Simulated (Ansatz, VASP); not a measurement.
**LuHf4O: VASP beside Ansatz**

```
Lu Hf O
1.0
     0.00000    4.12168    4.12168
     4.12168    0.00000    4.12168
     4.12168    4.12168    0.00000
Lu Hf O
1 4 1
Direct
  0.75000 0.75000 0.75000
  0.86623 0.37792 0.37792
  0.37792 0.37792 0.37792
  0.37792 0.86623 0.37792
  0.37792 0.37792 0.86623
  0.00000 0.00000 0.00000
```

Change from the starting cell: species swapped into the GdDyAl4 type (F-43m, No. 216).

Alike in both runs: functional PBE; k mesh 4 × 4 × 4; occupations gaussian, width 0.1 eV; no spin polarisation.

Ansatz relaxed the structure, and its values are those at the end. VASP's run is a single point on that final structure, the one shown.

|  | VASP | Ansatz |
| --- | --- | --- |
| version | VASP 6.6.1 | Ansatz 0.2.0 |
| potentials or method | VASP PAW PBE potentials, release 64 (Lu, Hf_pv, O), cutoff 520 eV | scalar-relativistic, plane waves, PAW |
| valence electrons in the cell | 71 | 135 |

VASP gave:

- gap on the k mesh at the Fermi level (eV): none
- pressure (GPa): 0.2
- rms of the force components (eV/Å): 0.019

Question: What did Ansatz give for the same quantities?

Answer: gap on the k mesh at the Fermi level (eV): none; pressure (GPa): 0.4; rms of the force components (eV/Å): 0.002.

A gap of «none» marks a metal or a gap that the smearing closes. The functional is the same, so the differences come from potentials, cutoffs and numerics. VASP's potentials hold 71 valence electrons a cell and Ansatz's 135, so a difference there can come from the potentials and not from the codes.

Spin-orbit coupling is off throughout.
